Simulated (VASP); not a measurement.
Si: relaxation of cell and atoms with r2SCAN

The system is Si.

```xyz
2
Lattice="2.7221 2.7221 0.0000 -2.7221 2.7221 0.0000 0.0000 2.7221 2.7221" Properties=species:S:1:pos:R:3 pbc="T T T"
Si   -1.3610    4.0831    1.3610
Si    0.0000    0.0000    0.0000
```

```
Program                : VASP 6.6.1
Task                   : relaxation of cell and atoms
Functional             : r2SCAN
Potentials or basis    : VASP PAW PBE potentials, release 64 (Si)
Cutoff                 : 600 eV
k mesh                 : 8 × 8 × 8
Occupations            : gaussian, width 0.01 eV
Spin                   : no spin polarisation
Target pressure        : 10 GPa
Dipole correction      : no
Further INCAR settings : ALGO = Normal; EDIFF = 1e-07; IBRION = 2; EDIFFG = -0.002; NSW = 100; ISIF = 3
```

The relaxed volume is 18.47 Å³/atom, the relaxed cell is a = 3.738 Å, b = 3.738 Å, c = 3.738 Å, α = 60.00°, β = 60.00°, γ = 90.00° and the space group after relaxing (to 0.05 Å) is Fd-3m (No. 227). The energy change on relaxing (the enthalpy is what falls) is +47.7 meV/atom, the ionic steps are 4 and the pressure after relaxing is 10.0 GPa. The band gap on the k mesh is 0.68 eV, indirect (least direct gap 2.79 eV).

Step by step:
| step | energy change (eV) | largest force (eV/Å) | pressure (GPa) | volume (Å³) |
| --- | --- | --- | --- | --- |
| 1 | 0.0000 | 0.0000 | -0.23 | 40.34 |
| 2 | 0.5060 | 0.0000 | 27.35 | 33.28 |
| 3 | 0.0914 | 0.0000 | 9.75 | 37.01 |
| 4 | 0.0954 | 0.0000 | 9.98 | 36.94 |

Final structure:
```cif
data_structure
_symmetry_space_group_name_H-M 'P 1'
_symmetry_Int_Tables_number 1
_cell_length_a 3.7384
_cell_length_b 3.7384
_cell_length_c 3.7384
_cell_angle_alpha 60.000
_cell_angle_beta 60.000
_cell_angle_gamma 90.000
_cell_volume 36.94
loop_
_atom_site_label
_atom_site_type_symbol
_atom_site_fract_x
_atom_site_fract_y
_atom_site_fract_z
_atom_site_occupancy
Si1 Si 0.25000 0.75000 0.50000 1
Si2 Si 0.00000 0.00000 0.00000 1
```

Levels at points of the mesh, in eV from the valence-band top:
| k point | band 1 | band 2 | band 3 | band 4 | band 5 | band 6 | band 7 | band 8 |
| --- | --- | --- | --- | --- | --- | --- | --- | --- |
| (0.00, 0.00, 0.00) | -13.12 | 0.00 | 0.00 | 0.00 | 2.79 | 2.79 | 2.79 | 5.01 |
| (0.50, 0.00, 0.00) | -10.45 | -7.68 | -1.35 | -1.35 | 2.20 | 3.54 | 3.54 | 8.47 |
| (0.50, 0.50, 0.00) | -8.44 | -8.44 | -3.24 | -3.24 | 0.75 | 0.75 | 11.64 | 11.64 |

Run time: 2.3 min on 1 thread of Intel(R) Xeon(R) Platinum 8259CL CPU @ 2.50GHz (Skylake/Cascade Lake) (shared host), peak memory 0.18 GiB.

Caveat: the cell is relaxed towards a set pressure, so the enthalpy falls and the energy may rise; the PAW data sets were made with another functional, which shifts forces and pressure a little. r2SCAN opens gaps a little over a GGA but as a rule still falls short of measured ones.
